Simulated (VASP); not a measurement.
Here is a VASP 6.6.1 calculation.

File INCAR:

```
SYSTEM = La
PREC     = Accurate       ! precision mode
ENCUT    = 600            ! plane-wave cutoff, eV
EDIFF    = 1E-6           ! SCF threshold, eV
ISMEAR   = 0              ! smearing method
SIGMA    = 0.1            ! smearing width, eV
LREAL    = .FALSE.        ! projectors in reciprocal space
LASPH    = .TRUE.         ! aspherical terms in the spheres
NELM     = 80             ! most SCF steps
ALGO     = Fast           ! electronic algorithm
ISIF     = 3              ! what is computed and relaxed
LWAVE    = .FALSE.        ! write WAVECAR
LCHARG   = .FALSE.        ! write CHGCAR
GGA      = PE             ! functional
IBRION   = 2              ! ionic algorithm
NSW      = 100            ! ionic steps
EDIFFG   = -0.01          ! ionic threshold
```

KPOINTS

```
Automatic mesh
0
G
  16 16 16
  0 0 0
```

Contents of POSCAR:

```
La
1.0
    3.2811011413      0.0000000000      0.0000000000
    0.0000000000      3.2811011413      0.0000000000
    0.0000000000      0.0000000000      3.4013232662
La
1
Direct
    0.5000000000      0.5000000000      0.0000000000
```

Potentials or basis: VASP PAW PBE potentials, release 64 (La).

Launch:

```bash
$ cat potpaw_PBE.64/La/POTCAR > POTCAR
$ mpirun -np 1 vasp_std > vasp.out
```

Predict the relaxed volume.

36.68 Å³/atom.

Predict the band gap on the k mesh.

zero (an odd number of electrons rules out a gap without spin polarisation).

Step by step:
```
step  energy change (eV)  largest force (eV/Å)  pressure (GPa)  volume (Å³)
   1              0.0000                0.0000            0.09        36.62
   2             -0.0017                0.0000           -0.02        36.73
   3             -0.0028                0.0000           -0.13        36.88
   4             -0.0028                0.0000           -0.15        36.91
   5             -0.0028                0.0000           -0.14        36.91
   6             -0.0029                0.0000            0.00        36.68
```

Caveat: spin-orbit coupling is left out, which moves the levels of the heavy elements.
